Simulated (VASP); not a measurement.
The system is SrO.

```xyz
2
Lattice="3.4129 0.0000 0.0000 -1.7065 2.9557 0.0000 0.0000 0.0000 3.3309" Properties=species:S:1:pos:R:3 pbc="T T T"
Sr    0.0000    0.0000    0.0000
O     1.7065    0.9852    1.6654
```

* Program: VASP 6.6.1
* Task: relaxation of cell and atoms
* Functional: PBEsol
* Potentials or basis: VASP PAW PBE potentials, release 64 (Sr_sv, O)
* Cutoff: 600 eV
* k mesh: 12 × 12 × 10
* Occupations: gaussian, width 0.05 eV
* Spin: no spin polarisation

At the start: pressure -1.7 GPa; volume 16.80 Å³/atom.

Question: How do energy, volume and symmetry change on relaxing?

Answer: Over 5 steps the energy falls by 43.8 meV/atom and the volume is 16.66 Å³/atom (-0.8 %); space group P-6m2 (No. 187, to 0.05 Å).

The path:
| step | energy change (eV) | largest force (eV/Å) | pressure (GPa) | volume (Å³) |
| --- | --- | --- | --- | --- |
| 1 | 0.0000 | 0.0000 | -1.67 | 33.60 |
| 2 | -0.0785 | 0.0000 | 2.04 | 32.67 |
| 3 | -0.0859 | 0.0000 | 1.15 | 32.89 |
| 4 | -0.0875 | 0.0000 | -0.22 | 33.41 |
| 5 | -0.0875 | 0.0000 | 0.01 | 33.32 |

Final structure:
```xyz
2
Lattice="3.4864 0.0000 0.0000 -1.7432 3.0193 0.0000 0.0000 0.0000 3.1650" Properties=species:S:1:pos:R:3 pbc="T T T"
Sr    0.0000    0.0000    3.1650
O     1.7432    1.0064    1.5825
```

Caveat: the PAW data sets were made with another functional, which shifts forces and pressure a little.
